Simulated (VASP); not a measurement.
Wanted: the native input for a VASP 6.6.1 run.

```
Task                    : single point
Functional              : PBEsol
Potentials or basis     : VASP PAW PBE potentials, release 64 (Ni_sv_GW, O)
Cutoff                  : 520 eV
k mesh                  : 11 × 11 × 11
Occupations             : fermi-dirac, width 0.05 eV
Spin                    : collinear spin, ferromagnetic start
Starting moments        : [1.0, 0.0] μB
Hubbard terms           : Ni d U = 2.0 eV
Dipole correction       : no
k mesh for the DOS      : 17 × 17 × 17
Occupations for the DOS : tetrahedron
Further INCAR settings  : ALGO = Normal; EDIFF = 1e-06
```

Crystal: NiO.

```xyz
2
Lattice="0.0000 2.0859 2.0859 2.0859 0.0000 2.0859 2.0859 2.0859 0.0000" Properties=species:S:1:pos:R:3 pbc="T T T"
Ni    0.0000    0.0000    0.0000
O     2.0859    2.0859    2.0859
```

These files were run (other wordings do the same):

POSCAR

```
NiO
1.0
    0.0000000000      2.0859016414      2.0859016414
    2.0859016414      0.0000000000      2.0859016414
    2.0859016414      2.0859016414      0.0000000000
Ni O
1 1
Direct
    0.0000000000      0.0000000000      0.0000000000
    0.5000000000      0.5000000000      0.5000000000
```

INCAR.step1

```
ALGO = Normal
EDIFF = 1E-6
ENCUT = 520
GGA = PS
GGA_COMPAT = F
ISIF = 2
ISMEAR = -1
ISPIN = 2
LASPH = T
LCHARG = T
LDAU = T
LDAUJ = 0 0
LDAUL = 2 -1
LDAUPRINT = 1
LDAUTYPE = 2
LDAUU = 2 0
LMAXMIX = 4
LORBIT = 11
LREAL = F
LWAVE = F
MAGMOM = 1 0
NBANDS = 23
NEDOS = 2001
NELM = 200
PREC = Accurate
SIGMA = 0.05
```

KPOINTS.step1

```
k-points
0
Gamma
  11 11 11
```

INCAR.step2

```
ALGO = Normal
EDIFF = 1E-6
ENCUT = 520
GGA = PS
GGA_COMPAT = F
ICHARG = 11
ISIF = 2
ISMEAR = -5
ISPIN = 2
LASPH = T
LCHARG = F
LDAU = T
LDAUJ = 0 0
LDAUL = 2 -1
LDAUPRINT = 1
LDAUTYPE = 2
LDAUU = 2 0
LMAXMIX = 4
LORBIT = 11
LREAL = F
LWAVE = F
MAGMOM = 1 0
NEDOS = 2001
NELM = 200
PREC = Accurate
SIGMA = 0.05
```

KPOINTS.step2

```
k-points
0
Gamma
  17 17 17
```

Potentials or basis: VASP PAW PBE potentials, release 64 (Ni_sv_GW, O).

Run with:

```console
$ cat potpaw_PBE.64/Ni_sv_GW/POTCAR potpaw_PBE.64/O/POTCAR > POTCAR
$ cp INCAR.step1 INCAR
$ cp KPOINTS.step1 KPOINTS
$ mpirun -np 1 vasp_std > vasp.out
$ cp INCAR.step2 INCAR
$ cp KPOINTS.step2 KPOINTS
$ mpirun -np 1 vasp_std > vasp.out
```

It gave:

```json
{
 "Net moment": "2.00 μB per cell",
 "Site moments": "Ni +1.67; O +0.28 μB",
 "Valence electrons inside the program's atomic spheres": "Ni 16.17; O 4.99"
}
```

Caveat: a cell with one magnetic atom can't hold antiferromagnetic order, which such compounds often take.

Wall time 59 s on 1 thread of Intel(R) Xeon(R) 6975P-C (Granite Rapids) (shared host), peak memory 0.23 GiB.
